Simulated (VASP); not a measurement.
Runs of VASP 6.6.1 on Lu. The structure is that of space group Im-3m (No. 229), or close to it. The cells are those of the table. 

```tsv
task	cell	k mesh	cutoff (eV)	gap on the mesh (eV)	pressure (GPa)
single point	a = 3.478 Å, angles 109.5°, 1 atom	13 × 13 × 13	520	none	-1.4
single point	a = 3.433 Å, angles 109.5°, 1 atom	18 × 18 × 18	520	none	0.1
single point	a = 3.522 Å, angles 109.5°, 1 atom	13 × 13 × 13	520	none	(b)
single point	a = 3.433 Å, angles 109.5°, 1 atom	11 × 11 × 11	520	none	0.1
relaxation of cell and atoms	relaxed from a = 3.371 Å, angles 109.5°, 1 atom	11 × 11 × 11	600	none	0.0
single point	a = 3.565 Å, angles 109.5°, 1 atom	13 × 13 × 13	520	none	-3.8
single point	a = 3.290 Å, angles 109.5°, 1 atom	13 × 13 × 13	520	none	6.4
single point	a = 3.386 Å, angles 109.5°, 1 atom	13 × 13 × 13	520	none	(a)
```

Alike in all rows: level RPBE; potentials or basis VASP PAW PBE potentials, release 64 (Lu); no spin polarisation; smearing fermi-dirac 0.1 eV.

Task: Estimate the missing entries.

Result: (a) 1.8; (b) -2.7.

Caveats: the PAW data sets were made with another functional, which shifts forces and pressure a little; spin-orbit coupling is left out, which moves the levels of the heavy elements.

A k mesh can miss the band edges, and the runs leave out spin-orbit coupling on Lu.

A gap of «none» marks levels without a gap at the run's occupations.
